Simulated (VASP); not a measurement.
# Pb (Fm-3m) in VASP: further runs

Runs on Pb. Level: PBEsol+D4. Tasks: single point.

Everything below comes from runs of VASP 6.6.1. Logs are shortened: lines on timing, memory, paths and dates and some standing lists are left out, and cuts for length are marked.

### 1 The cell of the first run

Symmetry: Fm-3m, No. 225, cubic system. The conventional cell has a = 4.950 Å, b = 4.950 Å, c = 4.950 Å, α = 90.00°, β = 90.00°, γ = 90.00°. Pb (site symmetry m-3m) has 12 Pb at 3.50 Å within 4.6 Å.

### 2 Single point, PBEsol+D4

Contents of INCAR:

```
PREC = Accurate
ENCUT = 520
EDIFF = 1E-7
ISMEAR = -1
SIGMA = 0.05
LREAL = False
LASPH = True
NELM = 100
ALGO = Fast
ISIF = 2
LWAVE = False
LCHARG = False
GGA = PS
IVDW = 13
NBANDS = 13
```

Contents of KPOINTS:

```
regular mesh
0
Gamma
  9 9 9
```

Contents of POSCAR:

```
Pb
1.0
    0.0000000000      2.4750200000      2.4750200000
    2.4750200000      0.0000000000      2.4750200000
    2.4750200000      2.4750200000      0.0000000000
Pb
1
Direct
    0.0000000000      0.0000000000      0.0000000000
```

Potentials or basis: VASP PAW PBE potentials, release 64 (Pb_d).

Run with:

```
$ cat potpaw_PBE.64/Pb_d/POTCAR > POTCAR
$ mpirun -np 1 vasp_std > vasp.out
```

OUTCAR:

```text
PREC = Accurate
   ENCUT = 520
   EDIFF = 1E-7
   ISMEAR = -1
   LREAL = False
   LASPH = True
   NELM = 100
   ISIF = 2
   GGA = PS
   IVDW = 13

 ion  position               nearest neighbor table
   1  0.000  0.000  0.000-

  LATTYP: Found a face centered cubic cell.
 ALAT       =     4.9500400000

  Lattice vectors:

 A1 = (   0.0000000000,   2.4750200000,   2.4750200000)
 A2 = (   2.4750200000,   0.0000000000,   2.4750200000)
 A3 = (   2.4750200000,   2.4750200000,   0.0000000000)

Analysis of symmetry for initial positions (statically):
[... 5 lines left out ...]
 face centered cubic supercell.

 Subroutine GETGRP returns: Found 48 space group operations
 (whereof 48 operations were pure point group operations)
 out of a pool of 48 trial point group operations.

The static configuration has the point symmetry O_h .

Analysis of symmetry for dynamics (positions and initial velocities):
[... 5 lines left out ...]
 face centered cubic supercell.

 Subroutine GETGRP returns: Found 48 space group operations
 (whereof 48 operations were pure point group operations)
 out of a pool of 48 trial point group operations.

The dynamic configuration has the point symmetry O_h .

 Subroutine INISYM returns: Found 48 space group operations
 (whereof 48 operations are pure point group operations),
 and found     1 'primitive' translations

----------------------------------------------------------------------------------------

                                     Primitive cell

  volume of cell :      30.3226

  direct lattice vectors                    reciprocal lattice vectors
     0.000000000  2.475020000  2.475020000    -0.202018570  0.202018570  0.202018570
     2.475020000  0.000000000  2.475020000     0.202018570 -0.202018570  0.202018570
     2.475020000  2.475020000  0.000000000     0.202018570  0.202018570 -0.202018570

  length of vectors
     3.500206851  3.500206851  3.500206851     0.349906427  0.349906427  0.349906427

  position of ions in fractional coordinates (direct lattice)
     0.000000000  0.000000000  0.000000000

  ion indices of the primitive-cell ions
   primitive index   ion index
                 1           1

----------------------------------------------------------------------------------------

 KPOINTS: regular mesh

Automatic generation of k-mesh.
 Grid dimensions read from file:
 generate k-points for:    9    9    9

 Generating k-lattice:

  Cartesian coordinates                     Fractional coordinates (reciprocal lattice)
    -0.022446508  0.022446508  0.022446508     0.111111111  0.000000000  0.000000000
     0.022446508 -0.022446508  0.022446508     0.000000000  0.111111111  0.000000000
     0.022446508  0.022446508 -0.022446508     0.000000000  0.000000000  0.111111111

  Length of vectors
     0.038878492  0.038878492  0.038878492

  Shift w.r.t. Gamma in fractional coordinates (k-lattice)
     0.000000000  0.000000000  0.000000000

 Subroutine IBZKPT returns following result:
 ===========================================

 Found     35 irreducible k-points:

 Following reciprocal coordinates:
            Coordinates               Weight
  0.000000  0.000000  0.000000      1.000000
  0.111111  0.000000  0.000000      8.000000
  0.222222  0.000000  0.000000      8.000000
  0.333333  0.000000  0.000000      8.000000
  0.444444  0.000000  0.000000      8.000000
  0.111111  0.111111  0.000000      6.000000
[... 16 lines left out ...]
 -0.333333  0.333333  0.000000     12.000000
  0.444444  0.444444  0.000000      6.000000
 [... further k-points ...]
   k-points           NKPTS =     35   k-points in BZ     NKDIM =     35   number of bands    NBANDS=     13
   number of dos      NEDOS =    301   number of ions     NIONS =      1
   total plane-waves  NPLWV =  21952
   dimension x,y,z NGX =    28 NGY =   28 NGZ =   28
   dimension x,y,z NGXF=    56 NGYF=   56 NGZF=   56
   ions per type =               1
   NGX,Y,Z   is equivalent  to a cutoff of  13.30, 13.30, 13.30 a.u.
   NGXF,Y,Z  is equivalent  to a cutoff of  26.60, 26.60, 26.60 a.u.
 SYSTEM =  unknown system
   PREC   = accura    normal or accurate (medium, high low for compatibility)
   ISTART =      0    job   : 0-new  1-cont  2-samecut
   ICHARG =      2    charge: 1-file 2-atom 10-const
   ISPIN  =      1    spin polarized calculation?
   LNONCOLLINEAR =      F non collinear calculations
   LSORBIT =      F    spin-orbit coupling
   LASPH  =      T    aspherical Exc in radial PAW
   ENCUT  =  520.0 eV  38.22 Ry    6.18 a.u.   6.51  6.51  6.51*2*pi/ulx,y,z
   NELM   =    100;   NELMIN=  2; NELMDL= -5     # of ELM steps
   EDIFF  = 0.1E-06   stopping-criterion for ELM
   LREAL  =      F    real-space projection
   EDIFFG = 0.1E-05   stopping-criterion for IOM
   NSW    =      0    number of steps for IOM
   IBRION =     -1    ionic relax: 0-MD 1-quasi-New 2-CG
   NFREE  =      0    steps in history (QN), initial steepest desc. (CG)
   ISIF   =      2    stress and relaxation
   ISYM   =      2    0-nonsym 1-usesym 2-fastsym
   POTIM  = 0.5000    time-step for ionic-motion
   TEBEG  =    0.0;   TEEND  =   0.0 temperature during run
   PSTRESS=    0.0 pullay stress
   NELECT =      14.0000    total number of electrons
   NUPDOWN=      -1.0000    fix difference up-down
   EMIN   =  10.00;   EMAX   =-10.00  energy-range for DOS
   EFERMI =   0.00;   METHOD = LEGACY
   ISMEAR =    -1;   SIGMA  =   0.05  broadening in eV -4-tet -1-fermi 0-gaus
   EFERMI_NEDOS =   21; number of points for ismear=-14 and -15
   IALGO  =     68    algorithm
   IMIX   =      4    mixing-type and parameters
     AMIX     =   0.40;   BMIX     =  1.00
     AMIX_MAG =   1.60;   BMIX_MAG =  1.00
  volume/ion in A,a.u.               =      30.32       204.63
  Fermi-wavevector in a.u.,A,eV,Ry     =   1.265306  2.391081 21.782907  1.600999
  Thomas-Fermi vector in A             =   2.398566
   LORBIT       =      0    0 simple, 1 ext, 2 COOP (PROOUT), +10 PAW based schemes
   GGA     = PS    functional components
   LHFCALC =     F    Hartree Fock is set to
   AEXX    =    0.0000 exact exchange contribution
   IVDW    =    13    specifies the selected vdW correction
   LEPSILON=     F    determine dielectric tensor
   LRPA    =     F    only Hartree local field effects (RPA)
 non-spin polarized calculation
 RMM-DIIS sequential band-by-band and
  energy-cutoff  :      520.00
  volume of cell :       30.32
 maximum number of plane-waves:       869
 NGX is ok and might be reduce to    28
   NGX = 13   NGY = 13   NGZ = 13

 number of electron      13.9999999 magnetization

 Free energy of the ion-electron system (eV)
  ---------------------------------------------------
  ext. energy  EPLUGINS =         0.00000000
  ---------------------------------------------------
  free energy    TOTEN  =        -4.01728747 eV

  energy without entropy =       -4.01418547  energy(sigma->0) =       -4.01573647

 E-fermi :   6.9481     XC(G=0): -10.3419

 val. band max:        6.7232534843   @ k =  -0.3333   0.3333   0.1111
 cond. band min:       6.9549568940   @ k =  -0.2222   0.3333   0.1111
 fundamental gap:      0.2317034097
 Fermi energy:         6.9481432961

 k-point     1 :       0.0000    0.0000    0.0000
  band No.  band energies     occupation
      1      -9.8901      2.00000
      2      -9.8901      2.00000
      3      -9.8901      2.00000
      4      -9.7481      2.00000
      5      -9.7481      2.00000
      6      -4.6688      2.00000
      7      14.5109      0.00000
      8      14.5109      0.00000
      9      14.5109      0.00000
     10      16.8635      0.00000
     11      18.4151      0.00000
     12      19.5781      0.00000
     13      19.5781      0.00000

 k-point     2 :       0.1111    0.0000    0.0000
  band No.  band energies     occupation
      1      -9.8908      2.00000
      2      -9.8735      2.00000
      3      -9.8735      2.00000
      4      -9.7481      2.00000
      5      -9.7481      2.00000
      6      -4.4309      2.00000
      7      12.1389      0.00000
      8      14.2286      0.00000
      9      14.2286      0.00000
     10      16.4686      0.00000
     11      19.3960      0.00000
     12      20.0825      0.00000
     13      20.0838      0.00000

 k-point     3 :       0.2222    0.0000    0.0000
  band No.  band energies     occupation
      1      -9.8962      2.00000
      2      -9.8537      2.00000
      3      -9.8537      2.00000
      4      -9.7253      2.00000
      5      -9.7253      2.00000
      6      -3.7186      2.00000
      7       8.6705      0.00000
      8      13.6288      0.00000
      9      13.6288      0.00000
     10      16.1217      0.00000
     11      18.9511      0.00000
     12      19.7062      0.00000
     13      19.7062      0.00000

 k-point     4 :       0.3333    0.0000    0.0000
  band No.  band energies     occupation
      1      -9.9081      2.00000
      2      -9.8633      2.00000
      3      -9.8633      2.00000
      4      -9.6660      2.00000
      5      -9.6660      2.00000
      6      -2.5756      2.00000
      7       5.5533      2.00000
      8      13.0556      0.00000
      9      13.0556      0.00000
     10      16.0255      0.00000
     11      17.6525      0.00000
     12      18.8088      0.00000
     13      18.8088      0.00000

 k-point     5 :       0.4444    0.0000    0.0000
  band No.  band energies     occupation
      1      -9.9187      2.00000
      2      -9.8768      2.00000
      3      -9.8768      2.00000
      4      -9.6191      2.00000
      5      -9.6191      2.00000
      6      -1.3088      2.00000
      7       3.2764      2.00000
      8      12.7169      0.00000
      9      12.7169      0.00000
     10      16.2038      0.00000
     11      16.7729      0.00000
     12      18.3522      0.00000
     13      18.3522      0.00000

 k-point     6 :       0.1111    0.1111    0.0000
  band No.  band energies     occupation
      1      -9.9096      2.00000
      2      -9.8556      2.00000
      3      -9.8556      2.00000
      4      -9.7687      2.00000
      5      -9.7336      2.00000
      6      -4.3517      2.00000
      7      12.8222      0.00000
      8      13.3321      0.00000
      9      13.3321      0.00000
     10      16.0136      0.00000
     11      18.6082      0.00000
     12      20.8025      0.00000
     13      21.0405      0.00000

 k-point     7 :       0.2222    0.1111    0.0000
  band No.  band energies     occupation
      1      -9.9187      2.00000
      2      -9.8314      2.00000
      3      -9.8251      2.00000
      4      -9.7749      2.00000
      5      -9.7093      2.00000
      6      -3.7974      2.00000
      7       9.8492      0.00000
      8      12.5048      0.00000
      9      13.0000      0.00000
     10      16.1690      0.00000
     11      17.3659      0.00000
     12      20.3062      0.00000
     13      21.5661      0.00000
[... 193 lines left out ...]
 k-point    20 :       0.3333    0.3333    0.0000
  band No.  band energies     occupation
      1     -10.0144      2.00000
      2      -9.9039      2.00000
      3      -9.6601      2.00000
      4      -9.6601      2.00000
      5      -9.6547      2.00000
      6      -1.8716      2.00000
      7       7.0640      0.17934
      8      10.0191      0.00000
      9      10.0191      0.00000
     10      13.4006      0.00000
     11      14.1619      0.00000
     12      25.1088      0.00000
     13      25.4129      0.00000

 k-point    21 :       0.4444    0.3333    0.0000
  band No.  band energies     occupation
      1     -10.0141      2.00000
      2      -9.9208      2.00000
      3      -9.6696      2.00000
      4      -9.6365      2.00000
      5      -9.6038      2.00000
      6      -0.8460      2.00000
      7       5.5264      2.00000
      8       8.5082      0.00000
      9       9.7139      0.00000
     10      13.3291      0.00000
     11      15.1295      0.00000
     12      24.1007      0.00000
     13      24.3671      0.00000

 k-point    22 :      -0.4444    0.3333    0.0000
  band No.  band energies     occupation
      1      -9.9828      2.00000
      2      -9.8798      2.00000
      3      -9.6878      2.00000
      4      -9.6675      2.00000
      5      -9.6064      2.00000
      6       0.0693      2.00000
      7       4.6508      2.00000
      8       6.6405      1.99575
      9       9.9673      0.00000
     10      13.5106      0.00000
     11      17.7279      0.00000
     12      23.2186      0.00000
     13      23.3437      0.00000

 k-point    23 :      -0.3333    0.3333    0.0000
  band No.  band energies     occupation
      1      -9.9459      2.00000
      2      -9.7864      2.00000
      3      -9.7392      2.00000
      4      -9.7158      2.00000
      5      -9.6511      2.00000
      6      -0.0773      2.00000
      7       5.2726      2.00000
      8       5.5443      2.00000
      9      10.7496      0.00000
     10      14.0032      0.00000
     11      20.8463      0.00000
     12      22.4868      0.00000
     13      22.5161      0.00000

 k-point    24 :       0.4444    0.4444    0.0000
  band No.  band energies     occupation
      1     -10.0505      2.00000
      2      -9.9580      2.00000
      3      -9.6270      2.00000
      4      -9.5882      2.00000
      5      -9.5882      2.00000
      6      -0.0686      2.00000
      7       4.3742      2.00000
      8       9.2380      0.00000
      9       9.2380      0.00000
     10      12.5603      0.00000
     11      13.7912      0.00000
     12      25.3776      0.00000
     13      27.0678      0.00000

 [... further k-points ...]

------------------------ aborting loop because EDIFF is reached ----------------------------------------

  DFT-D4 for vdW energy calculation

  Edisp (eV):   -0.25308

  FORCE on cell =-STRESS in cart. coord.  units (eV):
  Direction    XX          YY          ZZ          XY          YZ          ZX
  --------------------------------------------------------------------------------------
  -------------------------------------------------------------------------------------
  Total      -0.37932    -0.37932    -0.37932     0.00000     0.00000     0.00000
  in kB     -20.04248   -20.04248   -20.04248     0.00000     0.00000     0.00000
  external pressure =      -20.04 kB  Pullay stress =        0.00 kB

 VOLUME and BASIS-vectors are now :
 -----------------------------------------------------------------------------
  energy-cutoff  :      520.00
  volume of cell :       30.32
      direct lattice vectors                 reciprocal lattice vectors
     0.000000000  2.475020000  2.475020000    -0.202018570  0.202018570  0.202018570
     2.475020000  0.000000000  2.475020000     0.202018570 -0.202018570  0.202018570
     2.475020000  2.475020000  0.000000000     0.202018570  0.202018570 -0.202018570

 POSITION                                       TOTAL-FORCE (eV/Angst)
 -----------------------------------------------------------------------------------
      0.00000      0.00000      0.00000         0.000000     -0.000000     -0.000000
 -----------------------------------------------------------------------------------
    total drift:                               -0.000000     -0.000000     -0.000000

  FREE ENERGIE OF THE ION-ELECTRON SYSTEM (eV)
  ---------------------------------------------------
  free  energy   TOTEN  =        -4.2703652319 eV

  energy  without entropy=       -4.2672632355  energy(sigma->0) =       -4.26881423
```

Run time: 26 s. Hardware: 1 thread of Intel Xeon Platinum 8259CL at 2.50GHz (Skylake/Cascade Lake), shared host; peak memory 0.16 GiB.

Results:

* Free energy: -4.2704 eV
* Pressure: -2.0 GPa
* Band gap on the k mesh: zero (band 7 reaches 14.51 eV, above the bottom of band 8 at 5.54 eV)
* Dispersion energy per atom: -0.253 eV

Caveat: the PAW data sets were made with another functional, which shifts forces and pressure a little; spin-orbit coupling is left out, which moves the levels of the heavy elements; pairwise dispersion overbinds metals, which lowers pressure and volume.

### 3 Single point, PBEsol+D4

This run uses another cell than the first one, of 30.93 Å³/atom, 1.020 times its volume.

Contents of INCAR:

```
SYSTEM = Pb
ALGO = Fast
EDIFF = 1E-6
ENCUT = 520
GGA = PS
ISIF = 2
ISMEAR = -1
IVDW = 13
LASPH = .TRUE.
LCHARG = .TRUE.
LELF = .TRUE.
LREAL = .FALSE.
LVHAR = .TRUE.
LWAVE = .FALSE.
NBANDS = 13
NELM = 100
PREC = Accurate
SIGMA = 0.05
```

Contents of KPOINTS:

```
k-points
0
G
  9 9 9
  0 0 0
```

Contents of POSCAR:

```
Pb
1.0
    0.0000000000      2.4914113386      2.4914113386
    2.4914113386      0.0000000000      2.4914113386
    2.4914113386      2.4914113386      0.0000000000
Pb
1
Direct
    0.0000000000      0.0000000000      0.0000000000
```

Potentials or basis: VASP PAW PBE potentials, release 64 (Pb_d).

Run with:

```
$ cat potpaw_PBE.64/Pb_d/POTCAR > POTCAR
$ mpirun -np 1 vasp_std > vasp.out
```

Run time: 22 s. Hardware: 1 thread of Intel Xeon Platinum 8259CL at 2.50GHz (Skylake/Cascade Lake), shared host; peak memory 0.16 GiB.

Results (log left out):

```yaml
Free_energy: -4.2615 eV
Pressure: -2.8 GPa
Band_gap_on_the_k_mesh: zero (band 7 reaches 14.14 eV, above the bottom of band 8 at 5.37 eV)
Dispersion_energy_per_atom: -0.248 eV
```

Levels at points of the mesh, in eV from the Fermi level:
```csv
k point,band 4,band 5,band 6,band 7,band 8,band 9,band 10,band 11
"(0.00, 0.00, 0.00)",-16.70,-16.70,-11.49,7.40,7.40,7.40,9.89,11.21
```

Caveat: the PAW data sets were made with another functional, which shifts forces and pressure a little; spin-orbit coupling is left out, which moves the levels of the heavy elements; pairwise dispersion overbinds metals, which lowers pressure and volume.
